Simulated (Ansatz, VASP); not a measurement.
# AlAs: VASP beside Ansatz

File INCAR:

```
PREC = Accurate ; ENCUT = 500
EDIFF = 1E-6 ; ISMEAR = 0
SIGMA = 0.01 ; LREAL = F
LASPH = T ; NELM = 120
ALGO = Normal ; ISIF = 2
LWAVE = F ; LCHARG = T
GGA = PE ; LELF = T
LVHAR = T ; NBANDS = 11
GGA_COMPAT = F
```

Contents of KPOINTS:

```
Automatic mesh
0
Gamma
  6 6 6
```

The input POSCAR:

```
AlAs
1.0
    0.0000000000      2.8641573812      2.8641573812
    2.8641573812      0.0000000000      2.8641573812
    2.8641573812      2.8641573812      0.0000000000
Al As
1 1
Direct
    0.0000000000      0.0000000000      0.0000000000
    0.2500000000      0.2500000000      0.2500000000
```

Input for Ansatz:

```yaml
crystal:
  lattice:
    - [0.0, 2.8641573812, 2.8641573812]
    - [2.8641573812, 0.0, 2.8641573812]
    - [2.8641573812, 2.8641573812, 0.0]
  atoms:
    - { symbol: Al, position: [0.0, 0.0, 0.0] }
    - { symbol: As, position: [0.25, 0.25, 0.25] }
kpoints:
  mp_grid: { grid: [6, 6, 6] }
hamiltonian:
  xc: pbe
scf:
  occupations: { method: fixed }
  n_extra_bands: 4
output:
  forces: true
  stress: true
  eigenvalues: true
```

Alike in both runs: task single point; functional PBE; k mesh 6 × 6 × 6; no spin polarisation.

|  | VASP | Ansatz |
| --- | --- | --- |
| version | VASP 6.6.1 | Ansatz 0.2.0 |
| potentials or method | VASP PAW PBE potentials, release 64 (Al, As) | plane waves, PAW |
| plane-wave cutoff (eV) | 500 | 420 |
| occupations | gaussian, width 0.01 eV | fixed |
| valence electrons in the cell | 8 | 18 |

Ansatz gave:

| Item | Value |
| --- | --- |
| gap on the k mesh at the Fermi level (eV) | 1.50 |
| pressure (GPa) | 0.0 |

Problem. Estimate VASP's values.

Solution. gap on the k mesh at the Fermi level (eV): 1.49; pressure (GPa): 0.2.

VASP's potentials hold 8 valence electrons a cell and Ansatz's 18, so a difference there can come from the potentials and not from the codes.
